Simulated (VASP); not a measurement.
# Cd (Im-3m) in VASP: notebook, part 2 of 3

VASP 6.6.1. The steps go on from the part before.

## Step 3: Single point, PBEsol

This run uses another cell than the first one, of 21.22 Å³/atom, 1.010 times its volume.

INCAR

```
  PREC = Accurate
  ENCUT = 520
  EDIFF = 1E-7
  ISMEAR = -1
  SIGMA = 0.15
  LREAL = False
  LASPH = True
  NELM = 80
  ALGO = Normal
  ISIF = 2
  LWAVE = False
  LCHARG = False
  GGA = PS
  NBANDS = 12
```

KPOINTS

```
regular mesh
0
Gamma
  7 7 7
```

POSCAR

```
Cd
1.0
   -1.7441693105      1.7441693105      1.7441693105
    1.7441693105     -1.7441693105      1.7441693105
    1.7441693105      1.7441693105     -1.7441693105
Cd
1
Direct
    0.0000000000      0.0000000000      0.0000000000
```

Potentials or basis: VASP PAW PBE potentials, release 64 (Cd).

The run is started by

```
$ cat potpaw_PBE.64/Cd/POTCAR > POTCAR
$ mpirun -np 1 vasp_std > vasp.out
```

OUTCAR:

```text
PREC = Accurate
   ENCUT = 520
   EDIFF = 1E-7
   ISMEAR = -1
   LREAL = False
   LASPH = True
   NELM = 80
   ISIF = 2
   GGA = PS

 ion  position               nearest neighbor table
   1  0.000  0.000  0.000-

  LATTYP: Found a body centered cubic cell.
 ALAT       =     3.4883386210

  Lattice vectors:

 A1 = (  -1.7441693105,   1.7441693105,   1.7441693105)
 A2 = (   1.7441693105,  -1.7441693105,   1.7441693105)
 A3 = (   1.7441693105,   1.7441693105,  -1.7441693105)

Analysis of symmetry for initial positions (statically):
=====================================================================
 Subroutine PRICEL returns:
 Original cell was already a primitive cell.

 Routine SETGRP: Setting up the symmetry group for a
 body centered cubic supercell.

 Subroutine GETGRP returns: Found 48 space group operations
 (whereof 48 operations were pure point group operations)
 out of a pool of 48 trial point group operations.

The static configuration has the point symmetry O_h .

Analysis of symmetry for dynamics (positions and initial velocities):
=====================================================================
 Subroutine PRICEL returns:
 Original cell was already a primitive cell.

 Routine SETGRP: Setting up the symmetry group for a
 body centered cubic supercell.

 Subroutine GETGRP returns: Found 48 space group operations
 (whereof 48 operations were pure point group operations)
 out of a pool of 48 trial point group operations.

The dynamic configuration has the point symmetry O_h .

 Subroutine INISYM returns: Found 48 space group operations
 (whereof 48 operations are pure point group operations),
 and found     1 'primitive' translations

----------------------------------------------------------------------------------------

                                     Primitive cell

  volume of cell :      21.2239

  direct lattice vectors                    reciprocal lattice vectors
    -1.744169311  1.744169311  1.744169311     0.000000000  0.286669417  0.286669417
     1.744169311 -1.744169311  1.744169311     0.286669417  0.000000000  0.286669417
     1.744169311  1.744169311 -1.744169311     0.286669417  0.286669417  0.000000000

  length of vectors
     3.020989863  3.020989863  3.020989863     0.405411778  0.405411778  0.405411778

  position of ions in fractional coordinates (direct lattice)
     0.000000000  0.000000000  0.000000000

  ion indices of the primitive-cell ions
   primitive index   ion index
                 1           1

----------------------------------------------------------------------------------------

 KPOINTS: regular mesh

Automatic generation of k-mesh.
 Grid dimensions read from file:
 generate k-points for:    7    7    7

 Generating k-lattice:

  Cartesian coordinates                     Fractional coordinates (reciprocal lattice)
     0.000000000  0.040952774  0.040952774     0.142857143  0.000000000  0.000000000
     0.040952774  0.000000000  0.040952774     0.000000000  0.142857143  0.000000000
     0.040952774  0.040952774  0.000000000     0.000000000  0.000000000  0.142857143

  Length of vectors
     0.057915968  0.057915968  0.057915968

  Shift w.r.t. Gamma in fractional coordinates (k-lattice)
     0.000000000  0.000000000  0.000000000

 Subroutine IBZKPT returns following result:
 ===========================================

 Found     20 irreducible k-points:

 Following reciprocal coordinates:
            Coordinates               Weight
  0.000000  0.000000  0.000000      1.000000
  0.142857  0.000000  0.000000     12.000000
  0.285714  0.000000  0.000000     12.000000
  0.428571  0.000000  0.000000     12.000000
  0.142857  0.142857  0.000000     24.000000
  0.285714  0.142857  0.000000     48.000000
[... 12 lines left out ...]
 -0.428571 -0.428571  0.285714      8.000000
 -0.428571  0.428571  0.428571      6.000000
   k-points           NKPTS =     20   k-points in BZ     NKDIM =     20   number of bands    NBANDS=     12
   number of dos      NEDOS =    301   number of ions     NIONS =      1
   total plane-waves  NPLWV =  13824
   dimension x,y,z NGX =    24 NGY =   24 NGZ =   24
   dimension x,y,z NGXF=    48 NGYF=   48 NGZF=   48
   ions per type =               1
   NGX,Y,Z   is equivalent  to a cutoff of  13.21, 13.21, 13.21 a.u.
   NGXF,Y,Z  is equivalent  to a cutoff of  26.41, 26.41, 26.41 a.u.
 SYSTEM =  unknown system
   PREC   = accura    normal or accurate (medium, high low for compatibility)
   ISTART =      0    job   : 0-new  1-cont  2-samecut
   ICHARG =      2    charge: 1-file 2-atom 10-const
   ISPIN  =      1    spin polarized calculation?
   LNONCOLLINEAR =      F non collinear calculations
   LSORBIT =      F    spin-orbit coupling
   LASPH  =      T    aspherical Exc in radial PAW
   ENCUT  =  520.0 eV  38.22 Ry    6.18 a.u.   5.62  5.62  5.62*2*pi/ulx,y,z
   NELM   =     80;   NELMIN=  2; NELMDL= -5     # of ELM steps
   EDIFF  = 0.1E-06   stopping-criterion for ELM
   LREAL  =      F    real-space projection
   EDIFFG = 0.1E-05   stopping-criterion for IOM
   NSW    =      0    number of steps for IOM
   IBRION =     -1    ionic relax: 0-MD 1-quasi-New 2-CG
   NFREE  =      0    steps in history (QN), initial steepest desc. (CG)
   ISIF   =      2    stress and relaxation
   ISYM   =      2    0-nonsym 1-usesym 2-fastsym
   POTIM  = 0.5000    time-step for ionic-motion
   TEBEG  =    0.0;   TEEND  =   0.0 temperature during run
   PSTRESS=    0.0 pullay stress
   NELECT =      12.0000    total number of electrons
   NUPDOWN=      -1.0000    fix difference up-down
   EMIN   =  10.00;   EMAX   =-10.00  energy-range for DOS
   EFERMI =   0.00;   METHOD = LEGACY
   ISMEAR =    -1;   SIGMA  =   0.15  broadening in eV -4-tet -1-fermi 0-gaus
   EFERMI_NEDOS =   21; number of points for ismear=-14 and -15
   IALGO  =     38    algorithm
   IMIX   =      4    mixing-type and parameters
     AMIX     =   0.40;   BMIX     =  1.00
     AMIX_MAG =   1.60;   BMIX_MAG =  1.00
  volume/ion in A,a.u.               =      21.22       143.23
  Fermi-wavevector in a.u.,A,eV,Ry     =   1.353713  2.558147 24.933206  1.832539
  Thomas-Fermi vector in A             =   2.480945
   LORBIT       =      0    0 simple, 1 ext, 2 COOP (PROOUT), +10 PAW based schemes
   GGA     = PS    functional components
   LHFCALC =     F    Hartree Fock is set to
   AEXX    =    0.0000 exact exchange contribution
   IVDW    =     0    specifies the selected vdW correction
   LEPSILON=     F    determine dielectric tensor
   LRPA    =     F    only Hartree local field effects (RPA)
 non-spin polarized calculation
  energy-cutoff  :      520.00
  volume of cell :       21.22
 maximum number of plane-waves:       603
   NGX = 11   NGY = 11   NGZ = 11

 number of electron      11.9999994 magnetization

 Free energy of the ion-electron system (eV)
  ---------------------------------------------------
  ext. energy  EPLUGINS =         0.00000000
  ---------------------------------------------------
  free energy    TOTEN  =        -1.16466293 eV

  energy without entropy =       -1.13665387  energy(sigma->0) =       -1.15065840

 E-fermi :   2.8889     XC(G=0): -11.3161

 val. band max:        2.7805388040   @ k =  -0.4286  -0.4286   0.1429
 cond. band min:       3.0465274999   @ k =  -0.4286  -0.4286   0.1429
 fundamental gap:      0.2659886959
 Fermi energy:         2.8889362708

 k-point     1 :       0.0000    0.0000    0.0000
  band No.  band energies     occupation
      1      -6.3756      2.00000
      2      -6.3756      2.00000
      3      -6.3756      2.00000
      4      -6.1694      2.00000
      5      -5.6781      2.00000
      6      -5.6781      2.00000
      7      18.5761      0.00000
      8      18.5761      0.00000
      9      18.5761      0.00000
     10      19.7210      0.00000
     11      19.7210      0.00000
     12      19.7210      0.00000
[... 271 lines left out ...]
 k-point    20 :      -0.4286    0.4286    0.4286
  band No.  band energies     occupation
      1      -6.8595      2.00000
      2      -6.8204      2.00000
      3      -5.4218      2.00000
      4      -5.4218      2.00000
      5      -5.3751      2.00000
      6       4.2208      0.00028
      7       6.7852      0.00000
      8       6.7852      0.00000
      9       9.7661      0.00000
     10      11.2758      0.00000
     11      13.0743      0.00000
     12      27.0103      0.00000

------------------------ aborting loop because EDIFF is reached ----------------------------------------

  FORCE on cell =-STRESS in cart. coord.  units (eV):
  Direction    XX          YY          ZZ          XY          YZ          ZX
  --------------------------------------------------------------------------------------
  -------------------------------------------------------------------------------------
  Total        0.0346080      0.0346080      0.0346080     -0.0000000     -0.0000000      0.0000000
  in kB        2.6125306      2.6125306      2.6125306     -0.0000000     -0.0000000      0.0000000
  external PRESSURE =       2.6125306 kB  Pullay stress =       0.0000000 kB

 VOLUME and BASIS-vectors are now :
 -----------------------------------------------------------------------------
  energy-cutoff  :      520.00
  volume of cell :       21.22
      direct lattice vectors                 reciprocal lattice vectors
    -1.744169311  1.744169311  1.744169311     0.000000000  0.286669417  0.286669417
     1.744169311 -1.744169311  1.744169311     0.286669417  0.000000000  0.286669417
     1.744169311  1.744169311 -1.744169311     0.286669417  0.286669417  0.000000000

 POSITION                                       TOTAL-FORCE (eV/Angst)
 -----------------------------------------------------------------------------------
      0.00000      0.00000      0.00000        -0.000000      0.000000      0.000000
 -----------------------------------------------------------------------------------
    total drift:                               -0.000000      0.000000      0.000000

  FREE ENERGIE OF THE ION-ELECTRON SYSTEM (eV)
  ---------------------------------------------------
  free  energy   TOTEN  =        -1.1646629284 eV

  energy  without entropy=       -1.1366538680  energy(sigma->0) =       -1.15065840
```

OSZICAR:

```text
N       E                     dE             d eps       ncg     rms          rms(c)
DAV:   1     0.648463733898E+02    0.64846E+02   -0.72366E+03   536   0.101E+03
DAV:   2    -0.527148302579E-01   -0.64899E+02   -0.61175E+02   500   0.223E+02
DAV:   3    -0.124764880572E+01   -0.11949E+01   -0.11940E+01   596   0.346E+01
DAV:   4    -0.124902621443E+01   -0.13774E-02   -0.13774E-02   516   0.114E+00
DAV:   5    -0.124902920612E+01   -0.29917E-05   -0.29918E-05   568   0.524E-02    0.331E+00
DAV:   6    -0.117133493641E+01    0.77694E-01   -0.20016E-01   540   0.580E+00    0.264E+00
DAV:   7    -0.116553090763E+01    0.58040E-02   -0.13615E-02   540   0.123E+00    0.139E+00
DAV:   8    -0.116464659583E+01    0.88431E-03   -0.15112E-03   492   0.539E-01    0.618E-02
DAV:   9    -0.116465794024E+01   -0.11344E-04   -0.49315E-06   548   0.193E-02    0.150E-02
DAV:  10    -0.116466295277E+01   -0.50125E-05   -0.34956E-06   496   0.225E-02    0.226E-03
DAV:  11    -0.116466292835E+01    0.24420E-07   -0.38493E-08   332   0.229E-03
   1 F= -.11646629E+01 E0= -.11506584E+01  d E =-.280091E-01
```

stdout:

```text
POSCAR found type information on POSCAR Cd
 POSCAR found :  1 types and       1 ions
 scaLAPACK will be used
 -----------------------------------------------------------------------------
|                                                                             |
|                                                                             |
|     You enforced a specific xc type in the INCAR file but a different       |
|     I HOPE YOU KNOW WHAT YOU ARE DOING!                                     |
|                                                                             |
 -----------------------------------------------------------------------------

 LDA part: xc-table for (Slater+PW92), standard interpolation
 POSCAR, INCAR and KPOINTS ok, starting setup
 FFT: planning ... GRIDC
 FFT: planning ... GRID_SOFT
 FFT: planning ... GRID
 WAVECAR not read
 entering main loop
```

It took 7.5 s on 1 thread of Intel Xeon Platinum 8259CL at 2.50GHz (Skylake/Cascade Lake), shared host; peak memory 0.13 GiB.

Results:

```
Free energy            : -1.1647 eV
Pressure               : 0.3 GPa
Band gap on the k mesh : zero (band 6 reaches 4.65 eV, above the bottom of band 7 at 2.30 eV)
```

Caveat: the k points lie up to 0.36 Å⁻¹ apart; the PAW data sets were made with another functional, which shifts forces and pressure a little.

[end of part 2 of 3]
